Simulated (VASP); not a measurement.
# BeS (P6_3/mmc) in VASP: settings compared

Aim: see how the results for BeS move with the level of theory and the settings. Levels: PBE, LDA. Tasks: single point.

Program: VASP 6.6.1. These are calculated values, not measurements. Logs are shortened: lines on timing, memory, paths and dates and some standing lists are left out, and cuts for length are marked.

### Step 1. The cell of the first run

Symmetry: P6_3/mmc, No. 194, hexagonal system. Conventional cell: a = 3.300 Å, b = 3.300 Å, c = 5.255 Å, α = 90.00°, β = 90.00°, γ = 120.00°. Within 3.1 Å of Be (site symmetry -3m) lie 6 S at 2.31 Å and 2 Be at 2.63 Å. Within 3.1 Å of S (site symmetry -6m2) lie 6 Be at 2.31 Å.

### Step 2. Single point, PBE

The input, INCAR:

```
PREC     = Accurate       # precision mode
ENCUT    = 520            # plane-wave cutoff, eV
EDIFF    = 1E-6           # SCF threshold, eV
ISMEAR   = 0              # smearing method
SIGMA    = 0.01           # smearing width, eV
LREAL    = F              # projectors in reciprocal space
LASPH    = T              # aspherical terms in the spheres
NELM     = 60             # most SCF steps
ALGO     = Normal         # electronic algorithm
ISIF     = 2              # what is computed and relaxed
LWAVE    = F              # write WAVECAR
LCHARG   = F              # write CHGCAR
GGA      = PE             # functional
NBANDS   = 16             # bands
```

The input, KPOINTS:

```
regular mesh
0
Gamma
  6 6 4
```

The input, POSCAR:

```
BeS
1.0
    3.3002360792      0.0000000000      0.0000000000
   -1.6501180396      2.8580882831      0.0000000000
    0.0000000000      0.0000000000      5.2552220520
Be S
2 2
Direct
    0.0000000000      0.0000000000      0.0000000000
    0.0000000000      0.0000000000      0.5000000000
    0.3333333333      0.6666666667      0.2500000000
    0.6666666667      0.3333333333      0.7500000000
```

Potentials or basis: VASP PAW PBE potentials, release 64 (Be, S).

The run is started by

```console
> cat potpaw_PBE.64/Be/POTCAR potpaw_PBE.64/S/POTCAR > POTCAR
> mpirun -np 1 vasp_std > vasp.out
```

OUTCAR:

```text
PREC = Accurate
   ENCUT = 520
   EDIFF = 1E-6
   ISMEAR = 0
   LREAL = F
   LASPH = T
   NELM = 60
   ISIF = 2
   GGA = PE

 ion  position               nearest neighbor table
   1  0.000  0.000  0.000-   3 2.31   4 2.31   4 2.31   3 2.31   4 2.31   3 2.31
   2  0.000  0.000  0.500-   3 2.31   4 2.31   4 2.31   3 2.31   4 2.31   3 2.31
   3  0.333  0.667  0.250-   1 2.31   2 2.31   1 2.31   2 2.31   1 2.31   2 2.31
   4  0.667  0.333  0.750-   1 2.31   2 2.31   1 2.31   2 2.31   1 2.31   2 2.31

  LATTYP: Found a hexagonal cell.
 ALAT       =     3.3002360792
 C/A-ratio  =     1.5923776136

  Lattice vectors:

 A1 = (   3.3002360792,   0.0000000000,   0.0000000000)
 A2 = (  -1.6501180396,   2.8580882831,   0.0000000000)
 A3 = (   0.0000000000,   0.0000000000,   5.2552220520)

Analysis of symmetry for initial positions (statically):
=====================================================================
 Subroutine PRICEL returns:
 Original cell was already a primitive cell.

 Routine SETGRP: Setting up the symmetry group for a
 hexagonal supercell.

 Subroutine GETGRP returns: Found 24 space group operations
 (whereof 12 operations were pure point group operations)
 out of a pool of 24 trial point group operations.

The static configuration has the point symmetry D_3d.
 The point group associated with its full space group is D_6h.

Analysis of symmetry for dynamics (positions and initial velocities):
=====================================================================
 Subroutine PRICEL returns:
 Original cell was already a primitive cell.

 Routine SETGRP: Setting up the symmetry group for a
 hexagonal supercell.

 Subroutine GETGRP returns: Found 24 space group operations
 (whereof 12 operations were pure point group operations)
 out of a pool of 24 trial point group operations.

The dynamic configuration has the point symmetry D_3d.
 The point group associated with its full space group is D_6h.

 Subroutine INISYM returns: Found 24 space group operations
 (whereof 12 operations are pure point group operations),
 and found     1 'primitive' translations

----------------------------------------------------------------------------------------

                                     Primitive cell
[... 89 lines left out ...]
   ENCUT  =  520.0 eV  38.22 Ry    6.18 a.u.   6.14  6.14  9.77*2*pi/ulx,y,z
   NELM   =     60;   NELMIN=  2; NELMDL= -5     # of ELM steps
   EDIFF  = 0.1E-05   stopping-criterion for ELM
   LREAL  =      F    real-space projection
   EDIFFG = 0.1E-04   stopping-criterion for IOM
   NSW    =      0    number of steps for IOM
   IBRION =     -1    ionic relax: 0-MD 1-quasi-New 2-CG
   NFREE  =      0    steps in history (QN), initial steepest desc. (CG)
   ISIF   =      2    stress and relaxation
   ISYM   =      2    0-nonsym 1-usesym 2-fastsym
   POTIM  = 0.5000    time-step for ionic-motion
   TEBEG  =    0.0;   TEEND  =   0.0 temperature during run
   PSTRESS=    0.0 pullay stress
   NELECT =      16.0000    total number of electrons
   NUPDOWN=      -1.0000    fix difference up-down
   EMIN   =  10.00;   EMAX   =-10.00  energy-range for DOS
   EFERMI =   0.00;   METHOD = LEGACY
   ISMEAR =     0;   SIGMA  =   0.01  broadening in eV -4-tet -1-fermi 0-gaus
   EFERMI_NEDOS =   21; number of points for ismear=-14 and -15
   IALGO  =     38    algorithm
   IMIX   =      4    mixing-type and parameters
     AMIX     =   0.40;   BMIX     =  1.00
     AMIX_MAG =   1.60;   BMIX_MAG =  1.00
  volume/ion in A,a.u.               =      12.39        83.63
  Fermi-wavevector in a.u.,A,eV,Ry     =   1.122994  2.122152 17.158530  1.261116
  Thomas-Fermi vector in A             =   2.259658
   LORBIT       =      0    0 simple, 1 ext, 2 COOP (PROOUT), +10 PAW based schemes
   GGA     = PE    functional components
   LHFCALC =     F    Hartree Fock is set to
   AEXX    =    0.0000 exact exchange contribution
   IVDW    =     0    specifies the selected vdW correction
   LEPSILON=     F    determine dielectric tensor
   LRPA    =     F    only Hartree local field effects (RPA)
 non-spin polarized calculation
 Gauss-broadening in eV      SIGMA  =   0.01
  energy-cutoff  :      520.00
  volume of cell :       49.57
 maximum number of plane-waves:      1347
 NGX is ok and might be reduce to    28
   NGX = 13   NGY = 13   NGZ = 19

 number of electron      16.0000002 magnetization

 Free energy of the ion-electron system (eV)
  ---------------------------------------------------
  ext. energy  EPLUGINS =         0.00000000
  ---------------------------------------------------
  free energy    TOTEN  =       -17.95518226 eV

  energy without entropy =      -17.95518226  energy(sigma->0) =      -17.95518226

 E-fermi :   6.7978     XC(G=0): -10.6024

 val. band max:        6.7063260212   @ k =   0.0000   0.0000   0.0000
 cond. band min:       8.1704561204   @ k =   0.3333   0.3333   0.0000
 fundamental gap:      1.4641300992
 Fermi energy:         6.7977512696

 k-point     1 :       0.0000    0.0000    0.0000
  band No.  band energies     occupation
      1      -8.5026      2.00000
      2      -6.1430      2.00000
      3      -0.4974      2.00000
      4       5.9204      2.00000
      5       5.9204      2.00000
      6       5.9543      2.00000
[... 376 lines left out ...]
      3       0.6656      2.00000
      4       0.6656      2.00000
      5       0.6892      2.00000
      6       0.6892      2.00000
[... 8 lines left out ...]
     15      17.1109      0.00000
     16      17.1109      0.00000

------------------------ aborting loop because EDIFF is reached ----------------------------------------

  FORCE on cell =-STRESS in cart. coord.  units (eV):
  Direction    XX          YY          ZZ          XY          YZ          ZX
  --------------------------------------------------------------------------------------
  -------------------------------------------------------------------------------------
  Total        0.0037318      0.0037318     -0.1671573     -0.0000000      0.0000000      0.0000000
  in kB        0.1206194      0.1206194     -5.4028663     -0.0000000      0.0000000      0.0000000
  external PRESSURE =      -1.7205425 kB  Pullay stress =       0.0000000 kB

 VOLUME and BASIS-vectors are now :
 -----------------------------------------------------------------------------
  energy-cutoff  :      520.00
  volume of cell :       49.57
      direct lattice vectors                 reciprocal lattice vectors
     3.300236079  0.000000000  0.000000000     0.303008626  0.174942112  0.000000000
    -1.650118040  2.858088283  0.000000000     0.000000000  0.349884224  0.000000000
     0.000000000  0.000000000  5.255222052     0.000000000  0.000000000  0.190286917

 POSITION                                       TOTAL-FORCE (eV/Angst)
 -----------------------------------------------------------------------------------
      0.00000      0.00000      0.00000         0.000000     -0.000000      0.000000
      0.00000      0.00000      2.62761         0.000000     -0.000000      0.000000
     -0.00000      1.90539      1.31381        -0.000000      0.000000      0.000000
      1.65012      0.95270      3.94142         0.000000     -0.000000     -0.000000
 -----------------------------------------------------------------------------------
    total drift:                                0.000000     -0.000000     -0.000000

  FREE ENERGIE OF THE ION-ELECTRON SYSTEM (eV)
  ---------------------------------------------------
  free  energy   TOTEN  =       -17.9551822571 eV

  energy  without entropy=      -17.9551822571  energy(sigma->0) =      -17.95518226
```

stdout:

```text
POSCAR found type information on POSCAR BeS
 POSCAR found :  2 types and       4 ions
 scaLAPACK will be used
 LDA part: xc-table for (Slater+PW92), standard interpolation
 POSCAR, INCAR and KPOINTS ok, starting setup
 FFT: planning ... GRIDC
 FFT: planning ... GRID_SOFT
 FFT: planning ... GRID
 WAVECAR not read
 entering main loop
```

Run time: 11 s. Hardware: 1 thread of Intel Xeon 6975P-C, shared host; peak memory 0.17 GiB.

What came out:

```yaml
Free_energy: -17.9552 eV
Pressure: -0.2 GPa
Band_gap_on_the_k_mesh: 1.46 eV, indirect (least direct gap 3.46 eV)
```

Stress tensor (GPa, compression positive):
```
 0.01  0.00  0.00
 0.00  0.01  0.00
 0.00  0.00 -0.54
```

A k mesh can miss the band edges.

### Step 3. Single point, LDA

This run uses another cell than the first one, of 11.79 Å³/atom, 0.952 times its volume.

The input, INCAR:

```
SYSTEM = BeS
PREC = Accurate
ENCUT = 520
EDIFF = 1E-7
ISMEAR = -1
SIGMA = 0.02
LREAL = .FALSE.
LASPH = .TRUE.
NELM = 60
ALGO = Normal
ISIF = 2
LWAVE = .FALSE.
LCHARG = .TRUE.
GGA = CA
LELF = .TRUE.
LVHAR = .TRUE.
NBANDS = 16
```

The input, KPOINTS:

```
regular mesh
0
G
  12 12 4
  0 0 0
```

The input, POSCAR:

```
BeS
1.0
    3.2471694159      0.0000000000      0.0000000000
   -1.6235847080      2.8121312046      0.0000000000
    0.0000000000      0.0000000000      5.1662276362
Be S
2 2
Direct
    0.0000000000      0.0000000000      0.0000000000
    0.0000000000      0.0000000000      0.5000000000
    0.3333333333      0.6666666667      0.2500000000
    0.6666666667      0.3333333333      0.7500000000
```

Potentials or basis: VASP PAW LDA potentials, release 64 (Be, S).

The run is started by

```console
> cat potpaw_LDA.64/Be/POTCAR potpaw_LDA.64/S/POTCAR > POTCAR
> mpirun -np 1 vasp_std > vasp.out
```

It took 12 s on 1 thread of Intel Xeon 6975P-C, shared host; peak memory 0.16 GiB.

It converged, with:

```yaml
Free_energy: -20.4211 eV
Pressure: 0.1 GPa
Band_gap_on_the_k_mesh: 1.42 eV, indirect (least direct gap 3.43 eV)
```

Levels at points of the mesh, in eV from the valence-band top:
| k point | band 6 | band 7 | band 8 | band 9 | band 10 | band 11 |
| --- | --- | --- | --- | --- | --- | --- |
| (0.00, 0.00, 0.00) | -0.82 | -0.82 | 0.00 | 3.43 | 5.25 | 5.68 |
| (0.50, 0.00, 0.00) | -3.69 | -2.87 | -0.67 | 2.89 | 3.70 | 3.76 |
| (0.00, 0.00, 0.50) | -0.75 | -0.75 | -0.75 | 4.40 | 4.40 | 5.02 |
| (0.50, 0.00, 0.50) | -2.61 | -2.39 | -2.39 | 3.12 | 3.12 | 4.25 |
